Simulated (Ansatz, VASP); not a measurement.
Two plane-wave programs on InP

The input POSCAR:

```
InP
1.0
    0.0000000000      2.9535689347      2.8206583326
    2.9535689347      0.0000000000      2.8206583326
    2.9535689347      2.9535689347      0.0000000000
In P
1 1
Direct
    0.0000000000      0.0000000000      0.0000000000
    0.7500000000      0.7500000000      0.7500000000
```

INCAR.step1

```
PREC     = Accurate       # precision mode
ENCUT    = 520            # plane-wave cutoff, eV
ISMEAR   = 0              # smearing method
SIGMA    = 0.05           # smearing width, eV
LREAL    = F              # projectors in reciprocal space
LASPH    = T              # aspherical terms in the spheres
NELM     = 100            # most SCF steps
NBANDS   = 16             # bands
GGA      = PE             # functional
ALGO     = Normal         # electronic algorithm
EDIFF    = 1E-4           # SCF threshold, eV
LWAVE    = T              # write WAVECAR
LCHARG   = F              # write CHGCAR
```

File INCAR.step2:

```
PREC     = Accurate       # precision mode
ENCUT    = 520            # plane-wave cutoff, eV
EDIFF    = 1E-7           # SCF threshold, eV
ISMEAR   = 0              # smearing method
SIGMA    = 0.05           # smearing width, eV
LREAL    = F              # projectors in reciprocal space
LASPH    = T              # aspherical terms in the spheres
NELM     = 100            # most SCF steps
ALGO     = Normal         # electronic algorithm
ISIF     = 2              # what is computed and relaxed
LWAVE    = F              # write WAVECAR
LCHARG   = F              # write CHGCAR
METAGGA  = R2SCAN         # meta-GGA
LMIXTAU  = T            
NBANDS   = 16             # bands
ISTART   = 1
```

File KPOINTS:

```
Automatic mesh
0
Gamma
  8 8 8
```

Input for Ansatz:

```yaml
crystal:
  lattice:
    - [0.0, 2.9535689347, 2.8206583326]
    - [2.9535689347, 0.0, 2.8206583326]
    - [2.9535689347, 2.9535689347, 0.0]
  atoms:
    - { symbol: In, position: [0.0, 0.0, 0.0] }
    - { symbol: P, position: [0.75, 0.75, 0.75] }
basis:
  ecutwfc: 500
kpoints:
  mp_grid: { grid: [8, 8, 8] }
hamiltonian:
  xc: r2scan
scf:
  occupations: { method: gaussian, width: 0.05 }
output:
  forces: true
  stress: true
  eigenvalues: true
```

Change from the starting cell: strain -0.0450 x Voigt [0, 0, 1, 0, 0, 0], atoms carried along.

Alike in both runs: task single point; functional r2SCAN; k mesh 8 × 8 × 8; occupations gaussian, width 0.05 eV; no spin polarisation.

```csv
,VASP,Ansatz
version,VASP 6.6.1,Ansatz 0.2.0
potentials or method,"VASP PAW PBE potentials, release 64 (In_d, P), cutoff 520 eV","scalar-relativistic, plane waves, PAW"
valence electrons in the cell,18,18
```

```tsv
	VASP	Ansatz	Ansatz less VASP
gap on the k mesh at the Fermi level (eV)	1.15	1.15	-0.005
least direct gap on the mesh (eV)	1.15	1.15	-0.005
pressure (GPa)	3.3	3.4	+0.13
traceless stress, the component that is largest in VASP (GPa)	1.20	1.18	-0.013
```

VASP's potentials were made for PBE, not for r2SCAN.
